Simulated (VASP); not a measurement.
Write the native input for VASP 6.6.1 that does the following.

| Property | Result |
| --- | --- |
| Task | single point |
| Functional | PBE |
| Potentials or basis | VASP PAW PBE potentials, release 64 (Li_sv, Cl) |
| Cutoff | 520 eV |
| k mesh | 8 × 8 × 8 |
| Occupations | gaussian, width 0.05 eV |
| Spin | no spin polarisation |
| Dipole correction | no |
| Further INCAR settings | ALGO = Normal; EDIFF = 1e-06; NBANDS = 12 |

The structure of LiCl lies in POSCAR:

```
LiCl
1.0
    0.0000000000      2.4878172000      2.4878172000
    2.4878172000      0.0000000000      2.4878172000
    2.4878172000      2.4878172000      0.0000000000
Li Cl
1 1
Direct
    0.0000000000      0.0000000000      0.0000000000
    0.5000000000      0.5000000000      0.5000000000
```

This cell differs from its parent crystal: strain -0.030 along x and y, -0.030 along z.

The input as run:

INCAR

```
SYSTEM = LiCl
PREC = Accurate ; ENCUT = 520
EDIFF = 1E-6 ; ISMEAR = 0
SIGMA = 0.05 ; LREAL = .FALSE.
LASPH = .TRUE. ; NELM = 60
ALGO = Normal ; ISIF = 2
LWAVE = .FALSE. ; LCHARG = .FALSE.
GGA = PE ; NBANDS = 12
```

KPOINTS

```
Automatic mesh
0
G
  8 8 8
  0 0 0
```

Potentials or basis: VASP PAW PBE potentials, release 64 (Li_sv, Cl).

The run is started by

```console
$ cat potpaw_PBE.64/Li_sv/POTCAR potpaw_PBE.64/Cl/POTCAR > POTCAR
$ mpirun -np 1 vasp_std > vasp.out
```

Results of the run:

* Band gap on the k mesh: 6.85 eV, indirect (least direct gap 6.90 eV)

Caveat: the cell differs from its parent crystal (strain -0.030 along x and y, -0.030 along z).

It took 7 s on 1 thread of Intel(R) Xeon(R) Platinum 8375C CPU @ 2.90GHz (Ice Lake) (shared host), peak memory 0.15 GiB.
